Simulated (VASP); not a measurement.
Set up this calculation in VASP 6.6.1, as the native input.

- Task: single point
- Functional: PBE
- Potentials or basis: VASP PAW PBE potentials, release 64 (Cu)
- Cutoff: 520 eV
- k mesh: 22 × 22 × 22
- Occupations: gaussian, width 0.15 eV
- Spin: no spin polarisation
- Dipole correction: no
- Further INCAR settings: ALGO = Normal; EDIFF = 1e-06; NBANDS = 12

The structure of Cu lies in POSCAR:

```
Cu
1.0
    0.0000000000      1.8346125000      1.8075000000
    1.8346125000      0.0000000000      1.8075000000
    1.8346125000      1.8346125000      0.0000000000
Cu
1
Direct
    0.0000000000      0.0000000000      0.0000000000
```

This cell differs from its parent crystal: strain +0.015 along x and y, +0.000 along z.

One way to write it, as run:

INCAR

```
SYSTEM = Cu
PREC = Accurate
ENCUT = 520
EDIFF = 1E-6
ISMEAR = 0
SIGMA = 0.15
LREAL = .False.
LASPH = .True.
NELM = 80
ALGO = Normal
ISIF = 2
LWAVE = .False.
LCHARG = .False.
GGA = PE
NBANDS = 12
```

KPOINTS

```
Automatic mesh
0
Gamma
  22 22 22
  0 0 0
```

Potentials or basis: VASP PAW PBE potentials, release 64 (Cu).

Command:

```bash
$ cat potpaw_PBE.64/Cu/POTCAR > POTCAR
$ mpirun -np 1 vasp_std > vasp.out
```

Results of the run:

| Quantity | Value |
| --- | --- |
| Pressure | -1.8 GPa |

Caveat: the cell differs from its parent crystal (strain +0.015 along x and y, +0.000 along z).

Run time: 58 s on 1 thread of Intel(R) Xeon(R) Platinum 8488C (Sapphire Rapids), on a shared host, peak memory 0.22 GiB.
